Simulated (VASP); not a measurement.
# Re (R-3m) in VASP: further runs

Runs on Re. Level: PBE. Tasks: single point.

All numbers are computed with VASP 6.6.1; they aren't measurements. Logs are shortened: lines on timing, memory, paths and dates and some standing lists are left out, and cuts for length are marked.

## 1. The cell of the first run

The structure is trigonal, space group R-3m (No. 166). Conventional cell: a = 3.131 Å, b = 3.131 Å, c = 5.445 Å, α = 90.00°, β = 90.00°, γ = 120.00°. Re (site symmetry -3m) has 12 Re at 2.56 to 3.13 Å within 3.4 Å.

## 2. Single point, PBE

Contents of INCAR:

```
ALGO     = Fast           # electronic algorithm
EDIFF    = 1E-6           # SCF threshold, eV
ENCUT    = 520            # plane-wave cutoff, eV
GGA      = PE             # functional
ISIF     = 2              # what is computed and relaxed
ISMEAR   = 0              # smearing method
LASPH    = T              # aspherical terms in the spheres
LCHARG   = F              # write CHGCAR
LREAL    = F              # projectors in reciprocal space
LWAVE    = F              # write WAVECAR
NBANDS   = 10             # bands
NELM     = 80             # most SCF steps
PREC     = Accurate       # precision mode
SIGMA    = 0.15           # smearing width, eV
```

Contents of KPOINTS:

```
k-points
0
Gamma
  22 22 22
```

Contents of POSCAR:

```
Re
1.0
   -0.4280104664      1.7858367737      1.7858367737
    1.7858367737     -0.4280104664      1.7858367737
    1.7858367737      1.7858367737     -0.4280104664
Re
1
Direct
    0.0000000000      0.0000000000      0.0000000000
```

Potentials or basis: VASP PAW PBE potentials, release 64 (Re).

Started as:

```
$ cat potpaw_PBE.64/Re/POTCAR > POTCAR
$ mpirun -np 1 vasp_std > vasp.out
```

OUTCAR:

```text
EDIFF = 1E-6
   ENCUT = 520
   GGA = PE
   ISIF = 2
   ISMEAR = 0
   LASPH = T
   LREAL = F
   NELM = 80
   PREC = Accurate

 ion  position               nearest neighbor table
   1  0.000  0.000  0.000-

  LATTYP: Found a trigonal (rhomboedric) cell.
 ALAT       =     2.5615657173
 COS(alpha) =     0.2530624440

  Lattice vectors:

 A1 = (  -0.4280104664,   1.7858367737,   1.7858367737)
 A2 = (   1.7858367737,  -0.4280104664,   1.7858367737)
 A3 = (   1.7858367737,   1.7858367737,  -0.4280104664)

Analysis of symmetry for initial positions (statically):
=====================================================================
 Subroutine PRICEL returns:
 Original cell was already a primitive cell.

 Routine SETGRP: Setting up the symmetry group for a
 trigonal (rhombohedral) supercell.

 Subroutine GETGRP returns: Found 12 space group operations
 (whereof 12 operations were pure point group operations)
 out of a pool of 12 trial point group operations.

The static configuration has the point symmetry D_3d.

Analysis of symmetry for dynamics (positions and initial velocities):
=====================================================================
 Subroutine PRICEL returns:
 Original cell was already a primitive cell.

 Routine SETGRP: Setting up the symmetry group for a
 trigonal (rhombohedral) supercell.

 Subroutine GETGRP returns: Found 12 space group operations
 (whereof 12 operations were pure point group operations)
 out of a pool of 12 trial point group operations.

The dynamic configuration has the point symmetry D_3d.

 Subroutine INISYM returns: Found 12 space group operations
 (whereof 12 operations are pure point group operations),
 and found     1 'primitive' translations

----------------------------------------------------------------------------------------

                                     Primitive cell

  volume of cell :      15.4075

  direct lattice vectors                    reciprocal lattice vectors
    -0.428010466  1.785836774  1.785836774    -0.195101484  0.256600865  0.256600865
     1.785836774 -0.428010466  1.785836774     0.256600865 -0.195101484  0.256600865
     1.785836774  1.785836774 -0.428010466     0.256600865  0.256600865 -0.195101484

  length of vectors
     2.561565717  2.561565717  2.561565717     0.412010433  0.412010433  0.412010433

  position of ions in fractional coordinates (direct lattice)
     0.000000000  0.000000000  0.000000000

  ion indices of the primitive-cell ions
   primitive index   ion index
                 1           1

----------------------------------------------------------------------------------------

 KPOINTS: k-points

Automatic generation of k-mesh.
 Grid dimensions read from file:
 generate k-points for:   22   22   22

 Generating k-lattice:

  Cartesian coordinates                     Fractional coordinates (reciprocal lattice)
    -0.008868249  0.011663676  0.011663676     0.045454545  0.000000000  0.000000000
     0.011663676 -0.008868249  0.011663676     0.000000000  0.045454545  0.000000000
     0.011663676  0.011663676 -0.008868249     0.000000000  0.000000000  0.045454545

  Length of vectors
     0.018727747  0.018727747  0.018727747

  Shift w.r.t. Gamma in fractional coordinates (k-lattice)
     0.000000000  0.000000000  0.000000000

 Subroutine IBZKPT returns following result:
 ===========================================

 Found   1024 irreducible k-points:

 Following reciprocal coordinates:
            Coordinates               Weight
  0.000000  0.000000  0.000000      1.000000
  0.045455  0.000000  0.000000      6.000000
  0.090909  0.000000  0.000000      6.000000
  0.136364 -0.000000 -0.000000      6.000000
  0.181818 -0.000000 -0.000000      6.000000
  0.227273 -0.000000 -0.000000      6.000000
[... 16 lines left out ...]
  0.500000  0.045455 -0.000000     12.000000
 -0.454545  0.045455  0.000000     12.000000
 [... further k-points ...]
   k-points           NKPTS =   1024   k-points in BZ     NKDIM =   1024   number of bands    NBANDS=     10
   number of dos      NEDOS =    301   number of ions     NIONS =      1
   total plane-waves  NPLWV =   8000
   dimension x,y,z NGX =    20 NGY =   20 NGZ =   20
   dimension x,y,z NGXF=    40 NGYF=   40 NGZF=   40
   ions per type =               1
   NGX,Y,Z   is equivalent  to a cutoff of  12.98, 12.98, 12.98 a.u.
   NGXF,Y,Z  is equivalent  to a cutoff of  25.96, 25.96, 25.96 a.u.
 SYSTEM =  unknown system
   PREC   = accura    normal or accurate (medium, high low for compatibility)
   ISTART =      0    job   : 0-new  1-cont  2-samecut
   ICHARG =      2    charge: 1-file 2-atom 10-const
   ISPIN  =      1    spin polarized calculation?
   LNONCOLLINEAR =      F non collinear calculations
   LSORBIT =      F    spin-orbit coupling
   LASPH  =      T    aspherical Exc in radial PAW
   ENCUT  =  520.0 eV  38.22 Ry    6.18 a.u.   4.76  4.76  4.76*2*pi/ulx,y,z
   NELM   =     80;   NELMIN=  2; NELMDL= -5     # of ELM steps
   EDIFF  = 0.1E-05   stopping-criterion for ELM
   LREAL  =      F    real-space projection
   EDIFFG = 0.1E-04   stopping-criterion for IOM
   NSW    =      0    number of steps for IOM
   IBRION =     -1    ionic relax: 0-MD 1-quasi-New 2-CG
   NFREE  =      0    steps in history (QN), initial steepest desc. (CG)
   ISIF   =      2    stress and relaxation
   ISYM   =      2    0-nonsym 1-usesym 2-fastsym
   POTIM  = 0.5000    time-step for ionic-motion
   TEBEG  =    0.0;   TEEND  =   0.0 temperature during run
   PSTRESS=    0.0 pullay stress
   NELECT =       7.0000    total number of electrons
   NUPDOWN=      -1.0000    fix difference up-down
   EMIN   =  10.00;   EMAX   =-10.00  energy-range for DOS
   EFERMI =   0.00;   METHOD = LEGACY
   ISMEAR =     0;   SIGMA  =   0.15  broadening in eV -4-tet -1-fermi 0-gaus
   EFERMI_NEDOS =   21; number of points for ismear=-14 and -15
   IALGO  =     68    algorithm
   IMIX   =      4    mixing-type and parameters
     AMIX     =   0.40;   BMIX     =  1.00
     AMIX_MAG =   1.60;   BMIX_MAG =  1.00
  volume/ion in A,a.u.               =      15.41       103.97
  Fermi-wavevector in a.u.,A,eV,Ry     =   1.258531  2.378278 21.550255  1.583899
  Thomas-Fermi vector in A             =   2.392135
   LORBIT       =      0    0 simple, 1 ext, 2 COOP (PROOUT), +10 PAW based schemes
   GGA     = PE    functional components
   LHFCALC =     F    Hartree Fock is set to
   AEXX    =    0.0000 exact exchange contribution
   IVDW    =     0    specifies the selected vdW correction
   LEPSILON=     F    determine dielectric tensor
   LRPA    =     F    only Hartree local field effects (RPA)
 non-spin polarized calculation
 RMM-DIIS sequential band-by-band and
 Gauss-broadening in eV      SIGMA  =   0.15
  energy-cutoff  :      520.00
  volume of cell :       15.41
 maximum number of plane-waves:       427
   NGX =  9   NGY =  9   NGZ =  9

 number of electron       6.9999999 magnetization

 Free energy of the ion-electron system (eV)
  ---------------------------------------------------
  ext. energy  EPLUGINS =         0.00000000
  ---------------------------------------------------
  free energy    TOTEN  =       -11.55317349 eV

  energy without entropy =      -11.54301363  energy(sigma->0) =      -11.54809356

 E-fermi :   8.1491     XC(G=0): -13.3973

 val. band max:        8.1483229550   @ k =   0.5000   0.5000   0.0909
 cond. band min:       8.1505144374   @ k =  -0.1818   0.3636   0.1818
 fundamental gap:      0.0021914824
 Fermi energy:         8.1490942773

 k-point     1 :       0.0000    0.0000    0.0000
  band No.  band energies     occupation
      1      -2.1085      2.00000
      2       3.1086      2.00000
      3       3.1086      2.00000
      4      10.0521      0.00000
      5      10.2527      0.00000
      6      10.2527      0.00000
      7      21.6356      0.00000
      8      25.0774      0.00000
      9      25.0774      0.00000
     10      32.5725      0.00000

 k-point     2 :       0.0455    0.0000    0.0000
  band No.  band energies     occupation
      1      -2.0278      2.00000
      2       3.1241      2.00000
      3       3.1604      2.00000
      4      10.0131      0.00000
      5      10.1808      0.00000
      6      10.2309      0.00000
      7      21.7688      0.00000
      8      24.8403      0.00000
      9      25.2710      0.00000
     10      32.7274      0.00000

 k-point     3 :       0.0909    0.0000    0.0000
  band No.  band energies     occupation
      1      -1.7933      2.00000
      2       3.1677      2.00000
      3       3.3126      2.00000
      4       9.8991      0.00000
      5       9.9828      0.00000
      6      10.1852      0.00000
      7      22.1220      0.00000
      8      24.2067      0.00000
      9      25.8339      0.00000
     10      33.2399      0.00000

 k-point     4 :       0.1364   -0.0000   -0.0000
  band No.  band energies     occupation
      1      -1.4273      2.00000
      2       3.2319      2.00000
      3       3.5563      2.00000
      4       9.7040      0.00000
      5       9.7507      0.00000
      6      10.1341      0.00000
      7      22.4209      0.00000
      8      23.5046      0.00000
      9      26.7197      0.00000
     10      32.6322      0.00000
[... 222 lines left out ...]
 k-point    22 :       0.4545    0.0455   -0.0000
  band No.  band energies     occupation
      1       1.1814      2.00000
      2       3.4521      2.00000
      3       6.3111      2.00000
      4       8.8060      0.00000
      5       9.8018      0.00000
      6      10.1894      0.00000
      7      17.3589      0.00000
      8      24.0189      0.00000
      9      24.8374      0.00000
     10      31.2477      0.00000

 k-point    23 :       0.5000    0.0455   -0.0000
  band No.  band energies     occupation
      1       1.2200      2.00000
      2       3.4357      2.00000
      3       6.6503      2.00000
      4       8.9315      0.00000
      5       9.7666      0.00000
      6       9.9431      0.00000
      7      17.3187      0.00000
      8      23.8232      0.00000
      9      24.5539      0.00000
     10      31.0558      0.00000

 k-point    24 :      -0.4545    0.0455    0.0000
  band No.  band energies     occupation
      1       1.1871      2.00000
      2       3.4355      2.00000
      3       6.6907      2.00000
      4       8.9936      0.00000
      5       9.7518      0.00000
      6       9.8061      0.00000
      7      17.2890      0.00000
      8      23.8675      0.00000
      9      24.5727      0.00000
     10      31.3625      0.00000

 [... further k-points ...]

------------------------ aborting loop because EDIFF is reached ----------------------------------------

  FORCE on cell =-STRESS in cart. coord.  units (eV):
  Direction    XX          YY          ZZ          XY          YZ          ZX
  --------------------------------------------------------------------------------------
  -------------------------------------------------------------------------------------
  Total        1.5247399      1.5247399      1.5247399      1.6764636      1.6764636      1.6764636
  in kB      158.5532163    158.5532163    158.5532163    174.3305148    174.3305148    174.3305148
  external PRESSURE =     158.5532163 kB  Pullay stress =       0.0000000 kB

 VOLUME and BASIS-vectors are now :
 -----------------------------------------------------------------------------
  energy-cutoff  :      520.00
  volume of cell :       15.41
      direct lattice vectors                 reciprocal lattice vectors
    -0.428010466  1.785836774  1.785836774    -0.195101484  0.256600865  0.256600865
     1.785836774 -0.428010466  1.785836774     0.256600865 -0.195101484  0.256600865
     1.785836774  1.785836774 -0.428010466     0.256600865  0.256600865 -0.195101484

 POSITION                                       TOTAL-FORCE (eV/Angst)
 -----------------------------------------------------------------------------------
      0.00000      0.00000      0.00000         0.000000     -0.000000      0.000000
 -----------------------------------------------------------------------------------
    total drift:                                0.000000      0.000000      0.000000

  FREE ENERGIE OF THE ION-ELECTRON SYSTEM (eV)
  ---------------------------------------------------
  free  energy   TOTEN  =       -11.5531734896 eV

  energy  without entropy=      -11.5430136312  energy(sigma->0) =      -11.54809356
```

Run time: 2.1 min. Hardware: 1 thread of Intel Xeon Platinum 8259CL at 2.50GHz (Skylake/Cascade Lake), shared host; peak memory 0.27 GiB.

What came out:

| Quantity | Value |
| --- | --- |
| Free energy | -11.5532 eV |
| Pressure | 15.9 GPa |
| Band gap on the k mesh | zero (an odd number of electrons rules out a gap without spin polarisation) |

Levels at points of the mesh, in eV from the Fermi level:
```
           k point  band 1  band 2  band 3  band 4  band 5  band 6  band 7
(0.00, 0.00, 0.00)  -10.26   -5.04   -5.04    1.90    2.10    2.10   13.49
(0.50, 0.00, 0.00)   -7.01   -4.75   -1.16    0.57    1.66    1.68    9.18
(0.50, 0.50, 0.00)   -7.15   -5.78    1.56    1.83    2.76    5.70    7.89
(0.50, 0.50, 0.50)   -6.90   -4.18   -4.18    4.15    5.37    5.37   10.47
```

Caveat: the cell stands under pressure; spin-orbit coupling is left out, which moves the levels of the heavy elements.

## 3. Single point, PBE

This run uses another cell than the first one, of the same volume but with other edges.

Contents of INCAR:

```
ALGO = Fast
EDIFF = 1E-7
ENCUT = 520
GGA = PE
ISIF = 2
ISMEAR = 0
LASPH = T
LCHARG = F
LREAL = F
LWAVE = F
NBANDS = 10
NELM = 80
PREC = Accurate
SIGMA = 0.15
```

KPOINTS is that of step 2.

Contents of POSCAR:

```
Re
1.0
   -0.2084942704      1.8764484337      1.8764484337
    1.8764484337     -0.2084942704      1.8764484337
    1.8764484337      1.8764484337     -0.2084942704
Re
1
Direct
    0.0000000000      0.0000000000      0.0000000000
```

Potentials or basis: VASP PAW PBE potentials, release 64 (Re).

Started as:

```
$ cat potpaw_PBE.64/Re/POTCAR > POTCAR
$ mpirun -np 1 vasp_std > vasp.out
```

OUTCAR:

```text
EDIFF = 1E-7
   ENCUT = 520
   GGA = PE
   ISIF = 2
   ISMEAR = 0
   LASPH = T
   LREAL = F
   NELM = 80
   PREC = Accurate

 ion  position               nearest neighbor table
   1  0.000  0.000  0.000-

  LATTYP: Found a trigonal (rhomboedric) cell.
 ALAT       =     2.6618766518
 COS(alpha) =     0.3865030675

  Lattice vectors:

 A1 = (  -0.2084942704,   1.8764484337,   1.8764484337)
 A2 = (   1.8764484337,  -0.2084942704,   1.8764484337)
[... 491 lines left out ...]
      9      25.8041      0.00000
     10      29.9484      0.00000

 [... further k-points ...]

------------------------ aborting loop because EDIFF is reached ----------------------------------------

  FORCE on cell =-STRESS in cart. coord.  units (eV):
  Direction    XX          YY          ZZ          XY          YZ          ZX
  --------------------------------------------------------------------------------------
  -------------------------------------------------------------------------------------
  Total       -0.1426529     -0.1426529     -0.1426529      1.3207641      1.3207641      1.3207641
  in kB      -14.8340503    -14.8340503    -14.8340503    137.3423667    137.3423667    137.3423667
  external PRESSURE =     -14.8340503 kB  Pullay stress =       0.0000000 kB

 VOLUME and BASIS-vectors are now :
 -----------------------------------------------------------------------------
  energy-cutoff  :      520.00
  volume of cell :       15.41
      direct lattice vectors                 reciprocal lattice vectors
    -0.208494270  1.876448434  1.876448434    -0.225707994  0.253921493  0.253921493
     1.876448434 -0.208494270  1.876448434     0.253921493 -0.225707994  0.253921493
     1.876448434  1.876448434 -0.208494270     0.253921493  0.253921493 -0.225707994

 POSITION                                       TOTAL-FORCE (eV/Angst)
 -----------------------------------------------------------------------------------
      0.00000      0.00000      0.00000        -0.000000     -0.000000     -0.000000
 -----------------------------------------------------------------------------------
    total drift:                                0.000000      0.000000     -0.000000

  FREE ENERGIE OF THE ION-ELECTRON SYSTEM (eV)
  ---------------------------------------------------
  free  energy   TOTEN  =       -12.0763463062 eV

  energy  without entropy=      -12.0620642610  energy(sigma->0) =      -12.06920528
```

OSZICAR:

```text
N       E                     dE             d eps       ncg     rms          rms(c)
DAV:   1     0.572659508318E+01    0.57266E+01   -0.34285E+03 32136   0.768E+02
DAV:   2    -0.123716641959E+02   -0.18098E+02   -0.16781E+02 31414   0.161E+02
DAV:   3    -0.127777870349E+02   -0.40612E+00   -0.39098E+00 34000   0.400E+01
DAV:   4    -0.127800997380E+02   -0.23127E-02   -0.23092E-02 33400   0.144E+00
DAV:   5    -0.127801044510E+02   -0.47131E-05   -0.47124E-05 29864   0.318E-02    0.282E+01
RMM:   6    -0.122384501363E+02    0.54165E+00   -0.66681E-02 22443   0.111E+01    0.110E+01
RMM:   7    -0.120812047497E+02    0.15725E+00   -0.67564E-01 31123   0.114E+01    0.118E+00
RMM:   8    -0.120769652959E+02    0.42395E-02   -0.62157E-03 26982   0.230E+00    0.340E-01
RMM:   9    -0.120763286440E+02    0.63665E-03   -0.10738E-02 31762   0.756E-01    0.575E-02
RMM:  10    -0.120763500830E+02   -0.21439E-04   -0.54845E-04 31710   0.208E-01    0.429E-02
RMM:  11    -0.120763454393E+02    0.46437E-05   -0.78647E-05 28932   0.134E-01    0.545E-03
RMM:  12    -0.120763461775E+02   -0.73826E-06   -0.20649E-05 31353   0.298E-02    0.429E-03
RMM:  13    -0.120763463801E+02   -0.20259E-06   -0.23512E-06 29982   0.109E-02    0.349E-03
RMM:  14    -0.120763463062E+02    0.73916E-07   -0.10268E-07 20445   0.925E-03
   1 F= -.12076346E+02 E0= -.12069205E+02  d E =-.142820E-01
```

It took 2.1 min on 1 thread of Intel Xeon Platinum 8259CL at 2.50GHz (Skylake/Cascade Lake), shared host; peak memory 0.27 GiB.

Results:

| Property | Result |
| --- | --- |
| Free energy | -12.0763 eV |
| Pressure | -1.5 GPa |
| Band gap on the k mesh | zero (an odd number of electrons rules out a gap without spin polarisation) |

Levels at points of the mesh, in eV from the Fermi level:
```
           k point  band 2  band 3  band 4  band 5  band 6  band 7
(0.00, 0.00, 0.00)   -3.26   -3.26    0.01    1.37    1.37   13.55
(0.50, 0.00, 0.00)   -3.43   -0.53   -0.34    2.08    3.34    9.00
(0.50, 0.50, 0.00)   -5.85    2.54    2.66    3.50    4.82    9.92
(0.50, 0.50, 0.50)   -2.91   -2.91    1.85    4.23    4.23   11.54
```

Caveat: spin-orbit coupling is left out, which moves the levels of the heavy elements.

(Part 1 of 2 ends here.)
